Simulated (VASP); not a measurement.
# Ta2H (C222) in VASP: single point with LDA

Aim: the single point of Ta2H with LDA.

Everything below comes from runs of VASP 6.6.1. Logs are shortened: lines on timing, memory, paths and dates and some standing lists are left out, and cuts for length are marked.

## (1) The cell of the first run

The structure is orthorhombic, space group C222 (No. 21). Conventional cell: a = 3.424 Å, b = 4.771 Å, c = 4.798 Å, α = 90.00°, β = 90.00°, γ = 90.00°. Ta (site symmetry 2) has 2 H at 1.94 Å within 2.6 Å. H (site symmetry 222) has 4 Ta at 1.94 Å within 2.6 Å.

## (2) Single point, LDA

Contents of POSCAR:

```
Ta2H
1.0
    1.7117573629     -2.3855173672      0.0000000000
    1.7117573629      2.3855173672      0.0000000000
    0.0000000000      0.0000000000      4.7982381668
Ta H
2 1
Direct
    0.0000000000      0.5000000000      0.2643246924
    0.5000000000      0.0000000000      0.7356753076
    0.0000000000      0.0000000000      0.0000000000
```

Contents of INCAR.step1:

```
PREC = Accurate
ENCUT = 520
EDIFF = 1E-7
ISMEAR = 0
SIGMA = 0.1
LREAL = F
LASPH = T
NELM = 80
ALGO = Normal
ISIF = 2
LWAVE = F
LCHARG = T
LMAXMIX = 4
GGA = CA
NBANDS = 18
```

Contents of KPOINTS.step1:

```
regular mesh
0
Gamma
  16 16 10
```

Contents of INCAR.step2:

```
PREC = Accurate
ENCUT = 520
EDIFF = 1E-7
ISMEAR = -5
SIGMA = 0.1
LREAL = F
LASPH = T
NELM = 80
ALGO = Normal
ISIF = 2
LWAVE = F
LCHARG = F
LMAXMIX = 4
GGA = CA
LORBIT = 10
NEDOS = 1001
ICHARG = 11
```

Contents of KPOINTS.step2:

```
regular mesh
0
Gamma
  24 24 15
```

Potentials or basis: VASP PAW LDA potentials, release 64 (Ta_pv, H).

Command:

```console
> cat potpaw_LDA.64/Ta_pv/POTCAR potpaw_LDA.64/H/POTCAR > POTCAR
> cp INCAR.step1 INCAR
> cp KPOINTS.step1 KPOINTS
> mpirun -np 1 vasp_std > vasp.out
> cp INCAR.step2 INCAR
> cp KPOINTS.step2 KPOINTS
> mpirun -np 1 vasp_std > vasp.out
```

OUTCAR:

```text
PREC = Accurate
   ENCUT = 520
   EDIFF = 1E-7
   ISMEAR = -5
   LREAL = F
   LASPH = T
   NELM = 80
   ISIF = 2
   GGA = CA
   LORBIT = 10
   ICHARG = 11

 ion  position               nearest neighbor table
   1  0.000  0.500  0.264-   3 1.94   3 1.94   2 2.84   2 2.84   2 3.06   2 3.06   2 3.29   2 3.29
                             2 3.48   2 3.48
   2  0.500  0.000  0.736-   3 1.94   3 1.94   1 2.84   1 2.84   1 3.06   1 3.06   1 3.29   1 3.29
                             1 3.48   1 3.48
   3  0.000  0.000  0.000-   1 1.94   2 1.94   1 1.94   2 1.94

  LATTYP: Found a base centered orthorhombic cell.
 ALAT       =     3.4235147258
 B/A-ratio  =     1.3936071893
 C/A-ratio  =     1.4015532431

  Lattice vectors:

 A1 = (   1.7117573629,  -2.3855173672,   0.0000000000)
 A2 = (   1.7117573629,   2.3855173672,   0.0000000000)
 A3 = (   0.0000000000,   0.0000000000,   4.7982381668)

Analysis of symmetry for initial positions (statically):
=====================================================================
 Subroutine PRICEL returns:
 Original cell was already a primitive cell.

 Routine SETGRP: Setting up the symmetry group for a
 base centered orthorhombic supercell.

 Subroutine GETGRP returns: Found  4 space group operations
 (whereof  4 operations were pure point group operations)
 out of a pool of  8 trial point group operations.

The static configuration has the point symmetry D_2 .

Analysis of symmetry for dynamics (positions and initial velocities):
=====================================================================
 Subroutine PRICEL returns:
 Original cell was already a primitive cell.

 Routine SETGRP: Setting up the symmetry group for a
 base centered orthorhombic supercell.

 Subroutine GETGRP returns: Found  4 space group operations
 (whereof  4 operations were pure point group operations)
 out of a pool of  8 trial point group operations.

The dynamic configuration has the point symmetry D_2 .

 Subroutine INISYM returns: Found  4 space group operations
 (whereof  4 operations are pure point group operations),
 and found     1 'primitive' translations

----------------------------------------------------------------------------------------

                                     Primitive cell

  volume of cell :      39.1865

  direct lattice vectors                    reciprocal lattice vectors
     1.711757363 -2.385517367  0.000000000     0.292097473 -0.209598139  0.000000000
     1.711757363  2.385517367  0.000000000     0.292097473  0.209598139  0.000000000
     0.000000000  0.000000000  4.798238167     0.000000000  0.000000000  0.208409830

  length of vectors
     2.936120975  2.936120975  4.798238167     0.359516778  0.359516778  0.208409830

  position of ions in fractional coordinates (direct lattice)
     0.000000000  0.500000000  0.264324692
     0.500000000  0.000000000  0.735675308
     0.000000000  0.000000000  0.000000000

  ion indices of the primitive-cell ions
   primitive index   ion index
                 1           1
                 2           2
                 3           3

----------------------------------------------------------------------------------------

 KPOINTS: regular mesh

Automatic generation of k-mesh.
 Grid dimensions read from file:
 generate k-points for:   24   24   15

 Generating k-lattice:

  Cartesian coordinates                     Fractional coordinates (reciprocal lattice)
     0.012170728 -0.008733256  0.000000000     0.041666667  0.000000000  0.000000000
     0.012170728  0.008733256  0.000000000     0.000000000  0.041666667  0.000000000
     0.000000000  0.000000000  0.013893989     0.000000000  0.000000000  0.066666667

  Length of vectors
     0.014979866  0.014979866  0.013893989

  Shift w.r.t. Gamma in fractional coordinates (k-lattice)
     0.000000000  0.000000000  0.000000000

 TETIRR: Found  12972 inequivalent tetrahedra from    51840

 Subroutine IBZKPT returns following result:
 ===========================================

 Found   1256 irreducible k-points:

 Following reciprocal coordinates:
            Coordinates               Weight
  0.000000  0.000000  0.000000      1.000000
  0.041667  0.000000  0.000000      4.000000
  0.083333  0.000000  0.000000      4.000000
  0.125000  0.000000  0.000000      4.000000
  0.166667  0.000000  0.000000      4.000000
  0.208333 -0.000000  0.000000      4.000000
[... 16 lines left out ...]
  0.416667  0.041667  0.000000      4.000000
  0.458333  0.041667  0.000000      4.000000
 [... further k-points ...]
   k-points           NKPTS =   1256   k-points in BZ     NKDIM =   1256   number of bands    NBANDS=     15
   number of dos      NEDOS =   1001   number of ions     NIONS =      3
   total plane-waves  NPLWV =  20736
   dimension x,y,z NGX =    24 NGY =   24 NGZ =   36
   dimension x,y,z NGXF=    48 NGYF=   48 NGZF=   72
   ions per type =               2   1
   NGX,Y,Z   is equivalent  to a cutoff of  13.59, 13.59, 12.47 a.u.
   NGXF,Y,Z  is equivalent  to a cutoff of  27.18, 27.18, 24.95 a.u.
 SYSTEM =  unknown system
   PREC   = accura    normal or accurate (medium, high low for compatibility)
   ISTART =      0    job   : 0-new  1-cont  2-samecut
   ICHARG =     11    charge: 1-file 2-atom 10-const
   ISPIN  =      1    spin polarized calculation?
   LNONCOLLINEAR =      F non collinear calculations
   LSORBIT =      F    spin-orbit coupling
   LASPH  =      T    aspherical Exc in radial PAW
   ENCUT  =  520.0 eV  38.22 Ry    6.18 a.u.   5.46  5.46  8.92*2*pi/ulx,y,z
   NELM   =     80;   NELMIN=  2; NELMDL=  0     # of ELM steps
   EDIFF  = 0.1E-06   stopping-criterion for ELM
   LREAL  =      F    real-space projection
   EDIFFG = 0.1E-05   stopping-criterion for IOM
   NSW    =      0    number of steps for IOM
   IBRION =     -1    ionic relax: 0-MD 1-quasi-New 2-CG
   NFREE  =      0    steps in history (QN), initial steepest desc. (CG)
   ISIF   =      2    stress and relaxation
   ISYM   =      2    0-nonsym 1-usesym 2-fastsym
   POTIM  = 0.5000    time-step for ionic-motion
   TEBEG  =    0.0;   TEEND  =   0.0 temperature during run
   PSTRESS=    0.0 pullay stress
   NELECT =      23.0000    total number of electrons
   NUPDOWN=      -1.0000    fix difference up-down
   EMIN   =  10.00;   EMAX   =-10.00  energy-range for DOS
   EFERMI =   0.00;   METHOD = LEGACY
   ISMEAR =    -5;   SIGMA  =   0.10  broadening in eV -4-tet -1-fermi 0-gaus
   EFERMI_NEDOS =   21; number of points for ismear=-14 and -15
   IALGO  =     38    algorithm
   IMIX   =      4    mixing-type and parameters
     AMIX     =   0.40;   BMIX     =  1.00
     AMIX_MAG =   1.60;   BMIX_MAG =  1.00
  volume/ion in A,a.u.               =      13.06        88.15
  Fermi-wavevector in a.u.,A,eV,Ry     =   1.370688  2.590225 25.562426  1.878785
  Thomas-Fermi vector in A             =   2.496452
   LORBIT       =     10    0 simple, 1 ext, 2 COOP (PROOUT), +10 PAW based schemes
   GGA     = CA    functional components
   LHFCALC =     F    Hartree Fock is set to
   AEXX    =    0.0000 exact exchange contribution
   IVDW    =     0    specifies the selected vdW correction
   LEPSILON=     F    determine dielectric tensor
   LRPA    =     F    only Hartree local field effects (RPA)
 non-spin polarized calculation
 Fermi weights with tetrahedron method with Bloechl corrections
  energy-cutoff  :      520.00
  volume of cell :       39.19
 maximum number of plane-waves:      1076
 NGX is ok and might be reduce to    24

 number of electron      22.9999999 magnetization

 Free energy of the ion-electron system (eV)
  ---------------------------------------------------
  ext. energy  EPLUGINS =         0.00000000
  ---------------------------------------------------
  free energy    TOTEN  =       -29.66296258 eV

  energy without entropy =      -29.66296258  energy(sigma->0) =      -29.66296258

 E-fermi :   5.2392     XC(G=0): -12.6215

 val. band max:        5.2683326848   @ k =   0.4167   0.1250   0.3333
 cond. band min:       5.2418215160   @ k =  -0.1667   0.1667   0.4667
 fundamental gap:     -0.0265111688
 Fermi energy:         5.2391642973

 k-point     1 :       0.0000    0.0000    0.0000
  band No.  band energies     occupation
      1     -29.0566      2.00000
      2     -28.3772      2.00000
      3     -28.0913      2.00000
      4     -28.0889      2.00000
      5     -28.0644      2.00000
      6     -28.0305      2.00000
      7      -4.2964      2.00000
      8       0.8789      2.00000
      9       2.2858      2.00000
     10       4.6791      2.00000
     11       5.4927      0.00000
     12       5.5101      0.00000
     13       5.9848      0.00000
     14       8.2452      0.00000
     15       8.6186      0.00000

 k-point     2 :       0.0417    0.0000    0.0000
  band No.  band energies     occupation
      1     -29.0514      2.00000
      2     -28.3823      2.00000
      3     -28.0997      2.00000
      4     -28.0900      2.00000
      5     -28.0720      2.00000
      6     -28.0365      2.00000
      7      -4.2527      2.00000
      8       0.9312      2.00000
      9       2.2868      2.00000
     10       4.6508      2.00000
     11       5.4779      0.00000
     12       5.5210      0.00000
     13       5.9844      0.00000
     14       8.1770      0.00000
     15       8.5864      0.00000
[... 365 lines left out ...]
      3     -28.5588      2.00000
      4     -28.4088      2.00000
      5     -28.1860      2.00000
      6     -28.1252      2.00000
      7      -1.7365      2.00000
      8       2.0370      2.00000
      9       2.7718      2.00000
     10       3.6879      2.00000
     11       4.4073      2.00000
     12       4.6742      2.00000
     13       7.3504      0.00000
     14       8.6461      0.00000
     15       9.2195      0.00000

 k-point    24 :       0.4583    0.0417    0.0000
  band No.  band energies     occupation
      1     -28.8853      2.00000
      2     -28.8118      2.00000
      3     -28.5070      2.00000
      4     -28.4600      2.00000
      5     -28.1825      2.00000
      6     -28.1277      2.00000
      7      -1.6355      2.00000
      8       2.0950      2.00000
      9       2.7063      2.00000
     10       3.5842      2.00000
     11       4.3632      2.00000
     12       4.6501      2.00000
     13       7.5821      0.00000
     14       8.4521      0.00000
     15       9.1790      0.00000

 [... further k-points ...]
[... 5 lines left out ...]
  --------------------------------------------------------------------------------------
  -------------------------------------------------------------------------------------
  Total       -2.4584586     -2.4255729     -2.4567994      0.0000000      0.0000000      0.0000000
  in kB     -100.5163925    -99.1718300   -100.4485538      0.0000000      0.0000000      0.0000000
  external PRESSURE =    -100.0455921 kB  Pullay stress =       0.0000000 kB

 VOLUME and BASIS-vectors are now :
 -----------------------------------------------------------------------------
  energy-cutoff  :      520.00
  volume of cell :       39.19
      direct lattice vectors                 reciprocal lattice vectors
     1.711757363 -2.385517367  0.000000000     0.292097473 -0.209598139  0.000000000
     1.711757363  2.385517367  0.000000000     0.292097473  0.209598139  0.000000000
     0.000000000  0.000000000  4.798238167     0.000000000  0.000000000  0.208409830

 POSITION                                       TOTAL-FORCE (eV/Angst)
 -----------------------------------------------------------------------------------
      0.85588      1.19276      1.26829         0.000000      0.000000      0.136568
      0.85588     -1.19276      3.52995        -0.000000      0.000000     -0.136568
      0.00000      0.00000      0.00000         0.000000      0.000000      0.000000
 -----------------------------------------------------------------------------------
    total drift:                                0.000000     -0.000000     -0.000000

  FREE ENERGIE OF THE ION-ELECTRON SYSTEM (eV)
  ---------------------------------------------------
  free  energy   TOTEN  =       -29.6629625839 eV

  energy  without entropy=      -29.6629625839  energy(sigma->0) =      -29.66296258

 total charge

# of ion       s       p       d       tot
------------------------------------------
    1        0.340   6.181   2.379   8.900
    2        0.340   6.181   2.379   8.900
    3        0.575   0.031   0.000   0.606
--------------------------------------------------
tot          1.256  12.392   4.758  18.406
```

Run time: 7.5 min. Hardware: 1 thread of Intel Xeon 8259CL, shared host; peak memory 0.77 GiB.

Results:

```yaml
Valence_electrons_inside_the_program's_atomic_spheres: Ta 8.90; H 0.61
```

Caveat: spin-orbit coupling is left out, which moves the levels of the heavy elements.
